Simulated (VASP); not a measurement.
# Ho2O (P4_2/nmc) in VASP: further runs, part 2 of 2

VASP 6.6.1.

### 3 Relaxation of shape and atoms at fixed volume, PBE (21.80 Å³/atom)

This run uses another cell than the first one, of 21.80 Å³/atom.

File INCAR:

```
SYSTEM = Ho2O
PREC = Accurate ; ENCUT = 600
EDIFF = 1E-7 ; ISMEAR = 0
SIGMA = 0.1 ; LREAL = .False.
LASPH = .True. ; NELM = 200
ALGO = Normal ; ISIF = 4
LWAVE = .False. ; LCHARG = .False.
GGA = PE ; IBRION = 2
NSW = 50 ; EDIFFG = -0.01
GGA_COMPAT = .False. ; NELMIN = 4
LMAXMIX = 6
```

File KPOINTS:

```
regular mesh
0
Gamma
  8 8 4
  0 0 0
```

File POSCAR:

```
Ho2O
1.0
    3.5919888688      0.0000000000      0.0000000000
    0.0000000000      3.5919888688      0.0000000000
    0.0000000000      0.0000000000     10.1391605599
Ho O
4 2
Direct
    0.5000000000      0.0000000000      0.1176268560
    0.5000000000      0.0000000000      0.6176268560
    0.0000000000      0.5000000000      0.3823731440
    0.0000000000      0.5000000000      0.8823731440
    0.0000000000      0.0000000000      0.5000000000
    0.5000000000      0.5000000000      0.0000000000
```

Potentials or basis: VASP PAW PBE potentials, release 64 (Ho_3, O), 4f in core.

Command:

```
$ cat potpaw_PBE.64/Ho_3/POTCAR potpaw_PBE.64/O/POTCAR > POTCAR
$ mpirun -np 1 vasp_std > vasp.out
```

OUTCAR:

```text
SYSTEM = Ho2O
   PREC = Accurate
   ENCUT = 600
   EDIFF = 1E-7
   ISMEAR = 0
   LREAL = .False.
   LASPH = .True.
   NELM = 200
   ISIF = 4
   GGA = PE
   IBRION = 2
   NSW = 50
   EDIFFG = -0.01
   NELMIN = 4

 ion  position               nearest neighbor table
   1  0.500  0.000  0.118-   6 2.16   6 2.16   4 3.48   4 3.48   4 3.48   4 3.48   3 3.70   3 3.70
                             3 3.70   3 3.70
   2  0.500  0.000  0.618-   5 2.16   5 2.16   3 3.48   3 3.48   3 3.48   3 3.48   4 3.70   4 3.70
                             4 3.70   4 3.70
   3  0.000  0.500  0.382-   5 2.16   5 2.16   2 3.48   2 3.48   2 3.48   2 3.48   1 3.70   1 3.70
                             1 3.70   1 3.70
   4  0.000  0.500  0.882-   6 2.16   6 2.16   1 3.48   1 3.48   1 3.48   1 3.48   2 3.70   2 3.70
                             2 3.70   2 3.70
   5  0.000  0.000  0.500-   2 2.16   3 2.16   3 2.16   2 2.16
   6  0.500  0.500  0.000-   1 2.16   4 2.16   1 2.16   4 2.16

  LATTYP: Found a simple tetragonal cell.
 ALAT       =     3.5919888688
 C/A-ratio  =     2.8227149165

  Lattice vectors:

 A1 = (   3.5919888688,   0.0000000000,   0.0000000000)
 A2 = (   0.0000000000,   3.5919888688,   0.0000000000)
 A3 = (   0.0000000000,   0.0000000000,  10.1391605599)

Analysis of symmetry for initial positions (statically):
[... 192 lines left out ...]
  -------------------------------------------------------------------------------------
  Total        7.0650864      7.0650864      6.8053487      0.0000000      0.0000000      0.0000000
  in kB       86.5278864     86.5278864     83.3468135      0.0000000      0.0000000      0.0000000
  external PRESSURE =      85.4675288 kB  Pullay stress =       0.0000000 kB
[... 187 lines left out ...]
--------------------------------------- Ionic step        6  -------------------------------------------

 number of electron      48.0000003 magnetization

 Free energy of the ion-electron system (eV)
  ---------------------------------------------------
  ext. energy  EPLUGINS =         0.00000000
  ---------------------------------------------------
  free energy    TOTEN  =       -39.19767483 eV

  energy without entropy =      -39.18347490  energy(sigma->0) =      -39.19057487

 E-fermi :   3.7617     XC(G=0): -10.1769

 val. band max:        3.7357622865   @ k =   0.3750   0.3750   0.0000
 cond. band min:       3.7673370424   @ k =   0.5000   0.5000   0.0000
 fundamental gap:      0.0315747559
 Fermi energy:         3.7616541883

 k-point     1 :       0.0000    0.0000    0.0000
  band No.  band energies     occupation
      1     -21.0065      2.00000
      2     -20.8487      2.00000
      3     -20.2723      2.00000
      4     -20.2723      2.00000
      5     -20.2198      2.00000
      6     -20.1993      2.00000
[... 733 lines left out ...]
     27       5.3184      0.00000
     28       5.3184      0.00000

 [... further k-points ...]

------------------------ aborting loop because EDIFF is reached ----------------------------------------

  FORCE on cell =-STRESS in cart. coord.  units (eV):
  Direction    XX          YY          ZZ          XY          YZ          ZX
  --------------------------------------------------------------------------------------
  -------------------------------------------------------------------------------------
  Total        6.0948267      6.0948267      6.0976386      0.0000000      0.0000000      0.0000000
  in kB       74.6448719     74.6448719     74.6793102      0.0000000      0.0000000      0.0000000
  external PRESSURE =      74.6563513 kB  Pullay stress =       0.0000000 kB
[... 21 lines left out ...]
  FREE ENERGIE OF THE ION-ELECTRON SYSTEM (eV)
  ---------------------------------------------------
  free  energy   TOTEN  =       -39.1976748332 eV

  energy  without entropy=      -39.1834749020  energy(sigma->0) =      -39.19057487

 reached required accuracy - stopping structural energy minimisation
```

CONTCAR:

```text
Ho2O
   1.00000000000000
     3.5830762476635907    0.0000000000000000    0.0000000000000000
     0.0000000000000000    3.5830762476635907    0.0000000000000000
     0.0000000000000000    0.0000000000000000   10.1896640268898793
  Ho              O
     4     2
Direct
     0.5000000000000000    0.0000000000000000    0.1204144329173573
     0.5000000000000000    1.0000000000000000    0.6204144329173572
     0.0000000000000000    0.5000000000000000    0.3795855670826426
     0.0000000000000000    0.5000000000000000    0.8795855670826428
     0.0000000000000000    0.0000000000000000    0.5000000000000000
     0.5000000000000000    0.5000000000000000    0.0000000000000000

  0.00000000E+00  0.00000000E+00  0.00000000E+00
  0.00000000E+00  0.00000000E+00  0.00000000E+00
  0.00000000E+00  0.00000000E+00  0.00000000E+00
  0.00000000E+00  0.00000000E+00  0.00000000E+00
  0.00000000E+00  0.00000000E+00  0.00000000E+00
  0.00000000E+00  0.00000000E+00  0.00000000E+00
```

Wall time 10 min (1 thread of Intel Xeon 6975P-C (Granite Rapids), shared host); peak memory 0.38 GiB.

Results:

- Free energy: -39.1977 eV
- Energy gained by relaxing: 3.6 meV/atom
- Ionic steps: 6
- Pressure after relaxing: 7.5 GPa
- Largest force after relaxing: 0.007 eV/Å
- Band gap on the k mesh: zero (bands 24 and 25 overlap by 0.06 eV)

Forces on the atoms (eV/Å):
```
Ho   0.000  0.000 -0.007
Ho   0.000  0.000 -0.007
Ho   0.000  0.000  0.007
Ho   0.000  0.000  0.007
O    0.000  0.000  0.000
O    0.000  0.000  0.000
```

The path:
| step | energy change (eV) | largest force (eV/Å) | pressure (GPa) | volume (Å³) |
| --- | --- | --- | --- | --- |
| 1 | 0.0000 | 0.4037 | 8.55 | 130.82 |
| 2 | -0.0195 | 0.0972 | 7.78 | 130.82 |
| 3 | -0.0207 | 0.0066 | 7.57 | 130.82 |
| 4 | -0.0207 | 0.0006 | 7.56 | 130.82 |
| 5 | -0.0211 | 0.0023 | 7.52 | 130.82 |
| 6 | -0.0217 | 0.0070 | 7.47 | 130.82 |

Final structure:
```
CELL_PARAMETERS angstrom
3.58308 0.00000 0.00000
0.00000 3.58308 0.00000
0.00000 0.00000 10.18966
ATOMIC_POSITIONS crystal
Ho 0.50000 0.00000 0.12041
Ho 0.50000 0.00000 0.62041
Ho 0.00000 0.50000 0.37959
Ho 0.00000 0.50000 0.87959
O 0.00000 0.00000 0.50000
O 0.50000 0.50000 0.00000
```

Caveat: spin-orbit coupling is left out, which moves the levels of the heavy elements; the 4f electrons are frozen in the core, so they carry no moment and show no levels; the run has no spin polarisation, though such a crystal can be magnetic.

### 4 Relaxation of shape and atoms at fixed volume, PBE (22.52 Å³/atom)

This run uses another cell than the first one, of 22.52 Å³/atom.

File INCAR:

```
SYSTEM = Ho2O
ALGO     = Normal         ! electronic algorithm
EDIFF    = 1E-7           ! SCF threshold, eV
EDIFFG   = -0.01          ! ionic threshold
ENCUT    = 600            ! plane-wave cutoff, eV
GGA      = PE             ! functional
GGA_COMPAT= .FALSE.      
IBRION   = 2              ! ionic algorithm
ISIF     = 4              ! what is computed and relaxed
ISMEAR   = 0              ! smearing method
LASPH    = .TRUE.         ! aspherical terms in the spheres
LCHARG   = .FALSE.        ! write CHGCAR
LMAXMIX  = 6              ! l up to which the mixer works
LREAL    = .FALSE.        ! projectors in reciprocal space
LWAVE    = .FALSE.        ! write WAVECAR
NELM     = 200            ! most SCF steps
NELMIN   = 4            
NSW      = 50             ! ionic steps
PREC     = Accurate       ! precision mode
SIGMA    = 0.1            ! smearing width, eV
```

File KPOINTS:

```
k-points
0
G
  8 8 4
  0 0 0
```

File POSCAR:

```
Ho2O
1.0
    3.6335080123      0.0000000000      0.0000000000
    0.0000000000      3.6335080123      0.0000000000
    0.0000000000      0.0000000000     10.2354321009
Ho O
4 2
Direct
    0.5000000000      0.0000000000      0.1159569222
    0.5000000000      0.0000000000      0.6159569222
    0.0000000000      0.5000000000      0.3840430778
    0.0000000000      0.5000000000      0.8840430778
    0.0000000000      0.0000000000      0.5000000000
    0.5000000000      0.5000000000      0.0000000000
```

Potentials or basis: VASP PAW PBE potentials, release 64 (Ho_3, O), 4f in core.

Command:

```
$ cat potpaw_PBE.64/Ho_3/POTCAR potpaw_PBE.64/O/POTCAR > POTCAR
$ mpirun -np 1 vasp_std > vasp.out
```

OUTCAR:

```text
SYSTEM = Ho2O
   EDIFF = 1E-7
   EDIFFG = -0.01
   ENCUT = 600
   GGA = PE
   IBRION = 2
   ISIF = 4
   ISMEAR = 0
   LASPH = .TRUE.
   LREAL = .FALSE.
   NELM = 200
   NELMIN = 4
   NSW = 50
   PREC = Accurate

 ion  position               nearest neighbor table
   1  0.500  0.000  0.116-   6 2.17   6 2.17   4 3.50   4 3.50   4 3.50   4 3.50   3 3.76   3 3.76
                             3 3.76   3 3.76
   2  0.500  0.000  0.616-   5 2.17   5 2.17   3 3.50   3 3.50   3 3.50   3 3.50   4 3.76   4 3.76
                             4 3.76   4 3.76
   3  0.000  0.500  0.384-   5 2.17   5 2.17   2 3.50   2 3.50   2 3.50   2 3.50   1 3.76   1 3.76
                             1 3.76   1 3.76
   4  0.000  0.500  0.884-   6 2.17   6 2.17   1 3.50   1 3.50   1 3.50   1 3.50   2 3.76   2 3.76
                             2 3.76   2 3.76
   5  0.000  0.000  0.500-   2 2.17   3 2.17   3 2.17   2 2.17
   6  0.500  0.500  0.000-   1 2.17   4 2.17   1 2.17   4 2.17

  LATTYP: Found a simple tetragonal cell.
[... 404 lines left out ...]

 E-fermi :   3.5785     XC(G=0): -10.0306

 val. band max:        3.5290836115   @ k =   0.2500   0.2500   0.2500
 cond. band min:       3.5813501228   @ k =   0.5000   0.5000   0.0000
 fundamental gap:      0.0522665113
 Fermi energy:         3.5785354142

 k-point     1 :       0.0000    0.0000    0.0000
  band No.  band energies     occupation
      1     -21.1830      2.00000
      2     -21.0455      2.00000
      3     -20.5335      2.00000
      4     -20.5335      2.00000
      5     -20.4723      2.00000
      6     -20.4723      2.00000
[... 733 lines left out ...]
     27       5.1214      0.00000
     28       5.1214      0.00000

 [... further k-points ...]

------------------------ aborting loop because EDIFF is reached ----------------------------------------

  FORCE on cell =-STRESS in cart. coord.  units (eV):
  Direction    XX          YY          ZZ          XY          YZ          ZX
  --------------------------------------------------------------------------------------
  -------------------------------------------------------------------------------------
  Total        4.0460598      4.0460598      4.0331647      0.0000000      0.0000000      0.0000000
  in kB       47.9716272     47.9716272     47.8187379      0.0000000      0.0000000      0.0000000
  external PRESSURE =      47.9206641 kB  Pullay stress =       0.0000000 kB
[... 21 lines left out ...]
  FREE ENERGIE OF THE ION-ELECTRON SYSTEM (eV)
  ---------------------------------------------------
  free  energy   TOTEN  =       -39.3652226969 eV

  energy  without entropy=      -39.3513935898  energy(sigma->0) =      -39.35830814

 reached required accuracy - stopping structural energy minimisation
```

OSZICAR:

```text
N       E                     dE             d eps       ncg     rms          rms(c)
DAV:   1     0.666404886160E+03    0.66640E+03   -0.20825E+04  2712   0.183E+03
DAV:   2     0.845887361437E+02   -0.58182E+03   -0.57294E+03  3800   0.918E+02
[... 53 lines left out ...]
DAV:   1    -0.393671001614E+02   -0.21404E-02   -0.21206E-01  3808   0.374E+00    0.309E-01
DAV:   2    -0.393658227280E+02    0.12774E-02   -0.46240E-03  4200   0.804E-01    0.186E-01
DAV:   3    -0.393653338644E+02    0.48886E-03   -0.45398E-04  4512   0.204E-01    0.983E-02
DAV:   4    -0.393652199059E+02    0.11396E-03   -0.17473E-04  4664   0.118E-01    0.232E-02
DAV:   5    -0.393652223393E+02   -0.24334E-05   -0.24926E-05  4024   0.329E-02    0.138E-02
DAV:   6    -0.393652226903E+02   -0.35101E-06   -0.15154E-06  3724   0.111E-02    0.156E-03
DAV:   7    -0.393652226969E+02   -0.65957E-08   -0.89075E-08  1800   0.370E-03
   6 F= -.39365223E+02 E0= -.39358308E+02  d E =-.510779E-03
```

CONTCAR:

```text
Ho2O
   1.00000000000000
     3.6287622270808813   -0.0000000000000000   -0.0000000000000000
    -0.0000000000000000    3.6287622270808813   -0.0000000000000000
     0.0000000000000000    0.0000000000000000   10.2622219114386564
  Ho              O
     4     2
Direct
     0.5000000000000000    0.0000000000000000    0.1187317660093514
     0.5000000000000000    0.0000000000000000    0.6187317660093514
     0.0000000000000000    0.5000000000000000    0.3812682339906485
     0.0000000000000000    0.5000000000000000    0.8812682339906486
     1.0000000000000000    1.0000000000000000    0.5000000000000000
     0.5000000000000000    0.5000000000000000    1.0000000000000000

  0.00000000E+00  0.00000000E+00  0.00000000E+00
  0.00000000E+00  0.00000000E+00  0.00000000E+00
  0.00000000E+00  0.00000000E+00  0.00000000E+00
  0.00000000E+00  0.00000000E+00  0.00000000E+00
  0.00000000E+00  0.00000000E+00  0.00000000E+00
  0.00000000E+00  0.00000000E+00  0.00000000E+00
```

Wall time 9.5 min (1 thread of Intel Xeon 6975P-C (Granite Rapids), shared host); peak memory 0.36 GiB.

Results:

| Property | Result |
| --- | --- |
| Free energy | -39.3652 eV |
| Energy gained by relaxing | 3.5 meV/atom |
| Ionic steps | 6 |
| Pressure after relaxing | 4.8 GPa |
| Largest force after relaxing | 0.006 eV/Å |
| Band gap on the k mesh | zero (bands 24 and 25 overlap by 0.12 eV) |

Forces on the atoms (eV/Å):
```
Ho   0.000  0.000 -0.006
Ho   0.000  0.000 -0.006
Ho   0.000  0.000  0.006
Ho   0.000  0.000  0.006
O    0.000  0.000  0.000
O    0.000  0.000  0.000
```

The path:
```
step  energy change (eV)  largest force (eV/Å)  pressure (GPa)  volume (Å³)
   1              0.0000                0.3848            5.80       135.13
   2             -0.0187                0.1147            5.12       135.13
   3             -0.0205                0.0061            4.85       135.13
   4             -0.0205                0.0008            4.84       135.13
   5             -0.0207                0.0021            4.88       135.13
   6             -0.0210                0.0063            4.79       135.13
```

Final structure:
```
Ho O
1.0
     3.62876    0.00000    0.00000
     0.00000    3.62876    0.00000
     0.00000    0.00000   10.26222
Ho O
4 2
Direct
  0.50000 0.00000 0.11873
  0.50000 0.00000 0.61873
  0.00000 0.50000 0.38127
  0.00000 0.50000 0.88127
  0.00000 0.00000 0.50000
  0.50000 0.50000 0.00000
```

Caveat: spin-orbit coupling is left out, which moves the levels of the heavy elements; the 4f electrons are frozen in the core, so they carry no moment and show no levels; the run has no spin polarisation, though such a crystal can be magnetic. Spin polarisation is off, so any magnetic state and its effect on volume and gap are missing.

### 5 Summary

| task | cell | gap on the mesh (eV) | pressure (GPa) | largest force (eV/Å) |
| --- | --- | --- | --- | --- |
| single point | a = 3.745, b = 3.745, c = 10.555 Å, 6 atoms, atomic positions A | none | -0.8 | 0.13 |
| relaxation of shape and atoms at fixed volume | relaxed from a = 3.592, b = 3.592, c = 10.139 Å, 6 atoms, atomic positions B | none | 7.5 | 0.01 |
| relaxation of shape and atoms at fixed volume | relaxed from a = 3.634, b = 3.634, c = 10.235 Å, 6 atoms, atomic positions C | none | 4.8 | 0.01 |

Alike in all rows: level PBE; potentials or basis VASP PAW PBE potentials, release 64 (Ho_3, O), 4f in core; no spin polarisation; k mesh 8 × 8 × 4; cutoff (eV) 600; smearing gaussian 0.1 eV.

Caveats: spin-orbit coupling is left out, which moves the levels of the heavy elements; the 4f electrons are frozen in the core, so they carry no moment and show no levels; the run has no spin polarisation, though such a crystal can be magnetic.

Absolute energies hang on the potentials; compare differences alone.

The gap in the log of VASP goes by the Fermi energy; the results here count the filled bands.